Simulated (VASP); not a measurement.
**HgTe: electric field gradients with LDA**

Crystal: HgTe.

```
Hg Te
1.0
     0.00000    3.21272    3.21272
     3.21272    0.00000    3.21272
     3.21272    3.21272    0.00000
Hg Te
1 1
Direct
  0.00000 0.00000 0.00000
  0.75000 0.75000 0.75000
```

This cell differs from its parent crystal: volume scaled by 0.99.

```
Program                : VASP 6.6.1
Task                   : electric field gradients
Functional             : LDA
Potentials or basis    : VASP PAW LDA potentials, release 64 (Hg, Te)
Cutoff                 : 520 eV
k mesh                 : 11 × 11 × 11
Occupations            : fermi-dirac, width 0.03 eV
Spin                   : no spin polarisation
Dipole correction      : no
Further INCAR settings : ALGO = Normal; EDIFF = 1e-08; NBANDS = 16
```

```json
{
 "Pressure": "0.5 GPa",
 "Band gap on the k mesh": "zero (filled and empty bands touch)"
}
```

Levels at points of the mesh, in eV from the Fermi level:
```tsv
k point	band 7	band 8	band 9	band 10	band 11	band 12
(0.00, 0.00, 0.00)	-0.86	-0.03	-0.03	-0.03	4.09	4.09
```

It took 25 s on 1 thread of Intel(R) Xeon(R) 6975P-C (Granite Rapids), on a shared host, peak memory 0.2 GiB.

Caveat: without QUAD_EFG the Cq values of the log hold for a quadrupole moment of 1 mb, not for the nuclei; spin-orbit coupling is left out, which moves the levels of the heavy elements.
